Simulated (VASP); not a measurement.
# Ni (Fm-3m) in VASP: further runs

Ni is run at these levels: PBEsol, RPBE+U, PBEsol+U, PBE+U; tasks: elastic constants, single point, equation of state.

Everything below comes from runs of VASP 6.6.1. Logs are shortened: lines on timing, memory, paths and dates and some standing lists are left out, and cuts for length are marked.

## Step 1: The cell of the first run

It takes space group Fm-3m (No. 225, cubic). Conventional cell: a = 3.475 Å, b = 3.475 Å, c = 3.475 Å, α = 90.00°, β = 90.00°, γ = 90.00°. Ni (site symmetry m-3m) has 12 Ni at 2.46 Å within 3.2 Å.

## Step 2: Elastic constants, PBEsol, collinear spin, ferromagnetic start

INCAR

```
ALGO     = Normal         # electronic algorithm
EDIFF    = 1E-8           # SCF threshold, eV
ENCUT    = 600            # plane-wave cutoff, eV
GGA      = PS             # functional
IBRION   = 6              # ionic algorithm
ISIF     = 3              # what is computed and relaxed
ISMEAR   = -1             # smearing method
ISPIN    = 2              # spin polarisation
LASPH    = True           # aspherical terms in the spheres
LCHARG   = False          # write CHGCAR
LMAXMIX  = 4              # l up to which the mixer works
LORBIT   = 11             # projections on sites
LREAL    = False          # projectors in reciprocal space
LWAVE    = False          # write WAVECAR
MAGMOM   = 1              # initial moments
NBANDS   = 15             # bands
NELM     = 150            # most SCF steps
NFREE    = 2            
NSW      = 1              # ionic steps
NUPDOWN  = 1.0            # fixed moment
POTIM    = 0.015          # step
PREC     = Accurate       # precision mode
SIGMA    = 0.05           # smearing width, eV
```

KPOINTS

```
k-points
0
Gamma
  10 10 10
```

POSCAR

```
Ni
1.0
    2.4572992075      0.0000000000      0.0000000000
    1.2286496038      2.1280835384      0.0000000000
    1.2286496038      0.7093611795      2.0063764012
Ni
1
Direct
    0.0000000000      0.0000000000      0.0000000000
```

Potentials or basis: VASP PAW PBE potentials, release 64 (Ni).

On the command line:

```sh
cat potpaw_PBE.64/Ni/POTCAR > POTCAR
mpirun -np 1 vasp_std > vasp.out
```

OUTCAR:

```text
EDIFF = 1E-8
   ENCUT = 600
   GGA = PS
   IBRION = 6
   ISIF = 3
   ISMEAR = -1
   ISPIN = 2
   LASPH = True
   LORBIT = 11
   LREAL = False
   NELM = 150
   NFREE = 2
   NSW = 1
   NUPDOWN = 1.0
   POTIM = 0.015
   PREC = Accurate

 ion  position               nearest neighbor table
   1  0.000  0.000  0.000-

  LATTYP: Found a face centered cubic cell.
 ALAT       =     3.4751458661

  Lattice vectors:

 A1 = (   2.4572992075,   0.0000000000,   0.0000000000)
 A2 = (   1.2286496038,   2.1280835384,   0.0000000000)
 A3 = (   1.2286496038,   0.7093611795,   2.0063764012)

Analysis of symmetry for initial positions (statically):
=====================================================================
 Subroutine PRICEL returns:
 Original cell was already a primitive cell.

 Routine SETGRP: Setting up the symmetry group for a
 face centered cubic supercell.

 Subroutine GETGRP returns: Found 48 space group operations
 (whereof 48 operations were pure point group operations)
 out of a pool of 48 trial point group operations.

The static configuration has the point symmetry O_h .

Analysis of symmetry for dynamics (positions and initial velocities):
=====================================================================
 Subroutine PRICEL returns:
 Original cell was already a primitive cell.

 Routine SETGRP: Setting up the symmetry group for a
 face centered cubic supercell.

 Subroutine GETGRP returns: Found 48 space group operations
 (whereof 48 operations were pure point group operations)
 out of a pool of 48 trial point group operations.

The dynamic configuration has the point symmetry O_h .

Analysis of structural, dynamic, and magnetic symmetry:
=====================================================================
 Subroutine PRICEL returns:
 Original cell was already a primitive cell.

 Routine SETGRP: Setting up the symmetry group for a
 face centered cubic supercell.

 Subroutine GETGRP returns: Found 48 space group operations
 (whereof 48 operations were pure point group operations)
 out of a pool of 48 trial point group operations.

The overall configuration has the point symmetry O_h .

 Subroutine INISYM returns: Found 48 space group operations
 (whereof 48 operations are pure point group operations),
 and found     1 'primitive' translations

----------------------------------------------------------------------------------------

                                     Primitive cell

  volume of cell :      10.4920

  direct lattice vectors                    reciprocal lattice vectors
     2.457299208  0.000000000  0.000000000     0.406950850 -0.234953183 -0.166136989
     1.228649604  2.128083538  0.000000000     0.000000000  0.469906365 -0.166136989
     1.228649604  0.709361179  2.006376401     0.000000000  0.000000000  0.498410966

  length of vectors
     2.457299208  2.457299208  2.457299208     0.498410966  0.498410966  0.498410966

  position of ions in fractional coordinates (direct lattice)
     0.000000000  0.000000000  0.000000000

  ion indices of the primitive-cell ions
   primitive index   ion index
                 1           1

----------------------------------------------------------------------------------------

 KPOINTS: k-points

Automatic generation of k-mesh.
 Grid dimensions read from file:
 generate k-points for:   10   10   10

 Generating k-lattice:

[... 114 lines left out ...]

  FORCE on cell =-STRESS in cart. coord.  units (eV):
  Direction    XX          YY          ZZ          XY          YZ          ZX
  --------------------------------------------------------------------------------------
  -------------------------------------------------------------------------------------
  Total        0.0739325      0.0739325      0.0739325      0.0000000      0.0000000      0.0000000
  in kB       11.2898233     11.2898233     11.2898233      0.0000000      0.0000000      0.0000000
  external PRESSURE =      11.2898233 kB  Pullay stress =       0.0000000 kB
[... 86 lines left out ...]
  FREE ENERGIE OF THE ION-ELECTRON SYSTEM (eV)
  ---------------------------------------------------
  free  energy   TOTEN  =        -6.0295728530 eV

  energy  without entropy=       -6.0183714627  energy(sigma->0) =       -6.02397216

[... ionic steps 4 to 12 ...]

--------------------------------------- Ionic step       13  -------------------------------------------

 number of electron       9.9999999 magnetization       1.0000000

------------------------ aborting loop because EDIFF is reached ----------------------------------------
[... 65 lines left out ...]
--------------------------------------- Ionic step       15  -------------------------------------------

 number of electron      10.0000000 magnetization       1.0000000

 Free energy of the ion-electron system (eV)
  ---------------------------------------------------
  ext. energy  EPLUGINS =         0.00000000
  ---------------------------------------------------
  free energy    TOTEN  =        -6.03361256 eV

  energy without entropy =       -6.02192699  energy(sigma->0) =       -6.02776977

 E-fermi :   9.6076     XC(G=0): -13.6695

 val. band max:       10.5610403864   @ k =  -0.2000   0.3000   0.1000
 cond. band min:       9.6475782603   @ k =  -0.3000   0.3000   0.1000
 fundamental gap:     -0.9134621261
 Fermi energy:        10.6092811518

 spin component 1

 k-point     1 :       0.0000    0.0000    0.0000
  band No.  band energies     occupation
      1       0.3232      1.00000
      2       6.8799      1.00000
      3       6.8799      1.00000
      4       6.8799      1.00000
      5       8.1006      1.00000
      6       8.1006      1.00000
      7      33.6673      0.00000
      8      37.7636      0.00000
      9      37.7636      0.00000
     10      37.7636      0.00000
     11      40.7536      0.00000
     12      40.7536      0.00000
     13      40.7536      0.00000
     14      43.7687      0.00000
[... 403 lines left out ...]
      4       8.2010      1.00000
      5       8.7735      1.00000
      6       9.5098      1.00000
      7      23.8426      0.00000
      8      24.9679      0.00000
      9      26.8640      0.00000
     10      31.2559      0.00000
     11      35.8741      0.00000
     12      50.7076      0.00000
     13      51.2306      0.00000
     14      54.4434      0.00000
     15      56.6860      0.00000

 [... further k-points ...]

 spin component 2

 k-point     1 :       0.0000    0.0000    0.0000
  band No.  band energies     occupation
      1       0.4554      1.00000
      2       7.9418      1.00000
      3       7.9418      1.00000
      4       7.9418      1.00000
      5       9.0521      0.99999
      6       9.0521      0.99999
      7      33.6702      0.00000
      8      37.9161      0.00000
      9      37.9161      0.00000
     10      37.9161      0.00000
     11      41.0557      0.00000
     12      41.0557      0.00000
     13      41.0557      0.00000
     14      43.8360      0.00000
[... 443 lines left out ...]
  FREE ENERGIE OF THE ION-ELECTRON SYSTEM (eV)
  ---------------------------------------------------
  free  energy   TOTEN  =        -6.0336125565 eV

  energy  without entropy=       -6.0219269868  energy(sigma->0) =       -6.02776977

 INTERNAL STRAIN TENSORS FROM STRAINED CELLS
 ============================================

 INTERNAL STRAIN TENSOR FOR ION    1 for displacements in x,y,z  (eV/Angst):
          X           Y           Z          XY          YZ          ZX
  --------------------------------------------------------------------------------
  x     0.00000     0.00000     0.00000    -0.00000    -0.00000    -0.00000
  y    -0.00000    -0.00000    -0.00000     0.00000    -0.00000    -0.00000
  z     0.00000     0.00000     0.00000     0.00000     0.00000     0.00000

 INTERNAL STRAIN TENSORS FROM DISPLACED ATOMS
 ============================================

 INTERNAL STRAIN TENSOR FOR ION    1 for displacements in x,y,z  (eV/Angst):
          X           Y           Z          XY          YZ          ZX
  --------------------------------------------------------------------------------
  x     0.00000     0.00000     0.00000     0.00000     0.00000     0.00000
  y     0.00000     0.00000     0.00000     0.00000     0.00000     0.00000
  z     0.00000     0.00000     0.00000     0.00000     0.00000     0.00000

 Eigenvectors and eigenvalues of the dynamical matrix
 ----------------------------------------------------

   1 f  =    0.000000 THz     0.000000 2PiTHz    0.000000 cm-1     0.000000 meV
             X         Y         Z           dx          dy          dz
      0.000000  0.000000  0.000000    -0.640445   -0.705665   -0.303095

   2 f  =    0.000000 THz     0.000000 2PiTHz    0.000000 cm-1     0.000000 meV
             X         Y         Z           dx          dy          dz
      0.000000  0.000000  0.000000    -0.730609    0.681455   -0.042770

   3 f  =    0.000000 THz     0.000000 2PiTHz    0.000000 cm-1     0.000000 meV
             X         Y         Z           dx          dy          dz
      0.000000  0.000000  0.000000    -0.236727   -0.194052    0.952000

--------------------------------------------------------------------------------------------------------

 ELASTIC MODULI CONTR FROM IONIC RELAXATION (kBar)
 Direction    XX          YY          ZZ          XY          YZ          ZX
 --------------------------------------------------------------------------------
 XX           0.0000      0.0000      0.0000      0.0000      0.0000      0.0000
 YY           0.0000      0.0000      0.0000      0.0000      0.0000      0.0000
 ZZ           0.0000      0.0000      0.0000      0.0000      0.0000      0.0000
 XY           0.0000      0.0000      0.0000      0.0000      0.0000      0.0000
 YZ           0.0000      0.0000      0.0000      0.0000      0.0000      0.0000
 ZX           0.0000      0.0000      0.0000      0.0000      0.0000      0.0000
 --------------------------------------------------------------------------------

 TOTAL ELASTIC MODULI (kBar)
 Direction    XX          YY          ZZ          XY          YZ          ZX
 --------------------------------------------------------------------------------
 XX        3875.7344   1565.0646   1329.7869      0.0000    332.7330      0.0000
 YY        1565.0646   3875.7344   1329.7869      0.0000   -332.7330      0.0000
 ZZ        1329.7869   1329.7869   4111.0122      0.0000      0.0000      0.0000
 XY           0.0000      0.0000      0.0000   1155.3349      0.0000    332.7330
 YZ         332.7330   -332.7330      0.0000      0.0000    920.0571      0.0000
 ZX           0.0000      0.0000      0.0000    332.7330      0.0000    920.0571
 --------------------------------------------------------------------------------

 total charge

# of ion       s       p       d       tot
------------------------------------------
    1        0.528   0.564   8.277   9.369

 magnetization (x)

# of ion       s       p       d       tot
------------------------------------------
    1        0.009   0.011   0.969   0.989
```

Wall time 27 min (1 thread of Intel Xeon 8259CL, shared host); peak memory 0.39 GiB.

Results:

```
Net moment                                            : 1.00 μB per cell
Site moments                                          : Ni +0.99 μB
Valence electrons inside the program's atomic spheres : Ni 9.37
Voigt bulk modulus                                    : 226 GPa
```

Elastic tensor in Voigt notation (GPa, in the Cartesian axes of the cell as first typed):
```
388 157 133  33   0   0
157 388 133 -33   0   0
133 133 411   0   0   0
 33 -33   0  92   0   0
  0   0   0   0  92  33
  0   0   0   0  33 116
```

Clamped-ion elastic tensor (GPa):
```
388 157 133  33   0   0
157 388 133 -33   0   0
133 133 411   0   0   0
 33 -33   0  92   0   0
  0   0   0   0  92  33
  0   0   0   0  33 116
```

Caveat: the cell is under stress, which shifts elastic constants; the PAW data sets were made with another functional, which shifts forces and pressure a little; the total moment is fixed, so each spin has its own Fermi level.

## Step 3: Single point, RPBE+U, collinear spin, ferromagnetic start (10.07 Å³/atom)

This run uses another cell than the first one, of 10.07 Å³/atom.

INCAR

```
  PREC = Accurate
  ENCUT = 600
  EDIFF = 1E-6
  ISMEAR = -5
  SIGMA = 0.05
  LREAL = False
  LASPH = True
  NELM = 200
  ALGO = Normal
  ISIF = 2
  LWAVE = False
  LCHARG = True
  ISPIN = 2
  MAGMOM = 0.75
  LORBIT = 11
  LMAXMIX = 4
  LDAU = True
  LDAUTYPE = 2
  LDAUL = 2
  LDAUU = 3.5
  LDAUJ = 0
  LDAUPRINT = 1
  GGA = RP
  LELF = True
  LVHAR = True
  NBANDS = 15
  GGA_COMPAT = False
```

KPOINTS

```
regular mesh
0
Gamma
  13 13 13
```

POSCAR

```
Ni
1.0
    0.0000000000      1.7140893400      1.7140893400
    1.7140893400      0.0000000000      1.7140893400
    1.7140893400      1.7140893400      0.0000000000
Ni
1
Direct
    0.0000000000      0.0000000000      0.0000000000
```

Potentials or basis: VASP PAW PBE potentials, release 64 (Ni).

On the command line:

```sh
cat potpaw_PBE.64/Ni/POTCAR > POTCAR
mpirun -np 1 vasp_std > vasp.out
```

Wall time 24 s (1 thread of Intel Xeon Platinum 8488C (Sapphire Rapids), shared host); peak memory 0.15 GiB.

It converged, with:

```
Free energy                                           : -2.7205 eV
Pressure                                              : 15.4 GPa
Net moment                                            : 0.68 μB per cell
Site moments                                          : Ni +0.70 μB
Valence electrons inside the program's atomic spheres : Ni 9.53
```

Levels at points of the mesh, in eV from the Fermi level:
Spin up:
```
           k point  band 1  band 2  band 3  band 4  band 5  band 6  band 7  band 8  band 9  band 10
(0.00, 0.00, 0.00)   -9.08   -3.49   -3.49   -3.49   -2.08   -2.08   24.83   29.34   29.34    29.34
```
Spin down:
```tsv
k point	band 3	band 4	band 5	band 6	band 7	band 8
(0.00, 0.00, 0.00)	-1.76	-1.76	-1.40	-1.40	24.49	29.20
```

Eigenvalues of the final occupation matrices:
```tsv
site	spin	trace	eigenvalues
site 1 d	1	4.64	0.93 0.93 0.93 0.93 0.93
site 1 d	2	3.88	0.70 0.70 0.70 0.90 0.90
```

Caveat: the cell stands under pressure; the PAW data sets were made with another functional, which shifts forces and pressure a little; the U is typed as a test and isn't derived for this compound; tetrahedron occupations give inexact forces and stress in metals. The state reached can hang on the start; a lower one may exist.

(Part 1 of 2 ends here.)
